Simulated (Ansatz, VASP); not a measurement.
# N: VASP beside Ansatz

```
N
1.0
     4.37396    0.00000    0.00000
    -2.18698    3.78796    0.00000
     0.00000    0.00000    7.52181
N
4
Direct
  0.33333 0.66667 0.32327
  0.33333 0.66667 0.17673
  0.66667 0.33333 0.82327
  0.66667 0.33333 0.67673
```

Alike in both runs: task relaxation of cell and atoms; functional PBE; k mesh 6 × 6 × 4; occupations gaussian, width 0.02 eV; no spin polarisation.

|  | VASP | Ansatz |
| --- | --- | --- |
| version | VASP 6.6.1 | Ansatz 0.2.0 |
| potentials or method | VASP PAW PBE potentials, release 64 (N), cutoff 600 eV | scalar-relativistic, plane waves, PAW |
| valence electrons in the cell | 20 | 20 |

Ansatz gave:

```
gap on the k mesh at the Fermi level, each at its own relaxed structure (eV) : 7.44
relaxed volume (Å³/atom)                                                     : 31.16
relaxed cell length with the largest relative difference (Å)                 : 7.522
```

What did VASP give for the same quantities?

gap on the k mesh at the Fermi level, each at its own relaxed structure (eV): 7.04; relaxed volume (Å³/atom): 27.81; relaxed cell length with the largest relative difference (Å): 7.120.

One of these differences is far larger than is usual between the two programs; its cause wasn't traced.

Noted on VASP's run: the standard files for N, O and F lose accuracy on very short bonds.
